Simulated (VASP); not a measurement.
Set up this calculation in VASP 6.6.1, as the native input.

```yaml
Task: electric field gradients
Functional: PBEsol
Potentials_or_basis: VASP PAW PBE potentials, release 64 (N)
Cutoff: 520 eV
k_mesh: 4 × 4 × 4
Occupations: fermi-dirac, width 0.02 eV
Spin: no spin polarisation
Dipole_correction: no
Further_INCAR_settings: ALGO = Normal; EDIFF = 1e-08; NBANDS = 18
```

The structure of N lies in POSCAR:

```
N
1.0
    5.6110861060      0.0000000000      0.0000000000
    0.0000000000      5.6110861060      0.0000000000
    0.0000000000      0.0000000000      5.6110861060
N
4
Direct
    0.0300000000      0.0300000000      0.0300000000
    0.4700000000      0.9700000000      0.5300000000
    0.5300000000      0.4700000000      0.9700000000
    0.9700000000      0.5300000000      0.4700000000
```

One way to write it, as run:

INCAR

```
ALGO = Normal ; EDIFF = 1E-8
ENCUT = 520 ; GGA = PS
ISIF = 2 ; ISMEAR = -1
LASPH = T ; LCHARG = F
LEFG = T ; LREAL = F
LWAVE = F ; NBANDS = 18
NELM = 60 ; PREC = Accurate
SIGMA = 0.02
```

KPOINTS

```
k-points
0
Gamma
  4 4 4
```

Potentials or basis: VASP PAW PBE potentials, release 64 (N).

Command:

```sh
$ cat potpaw_PBE.64/N/POTCAR > POTCAR
$ mpirun -np 1 vasp_std > vasp.out
```

It gave:

```
Pressure                                : -4.4 GPa
Largest force                           : 0.406 eV/Å
Band gap on the k mesh                  : zero (bands 10 and 11 overlap by 0.16 eV)
Largest electric field gradient by atom : N -6.3 V/Å²
```

Caveat: the cell stands under tension; without QUAD_EFG the Cq values of the log hold for a quadrupole moment of 1 mb, not for the nuclei; the PAW data sets were made with another functional, which shifts forces and pressure a little.

Run time: 49 s on 1 thread of Intel Xeon 8259CL (shared host), peak memory 0.25 GiB.
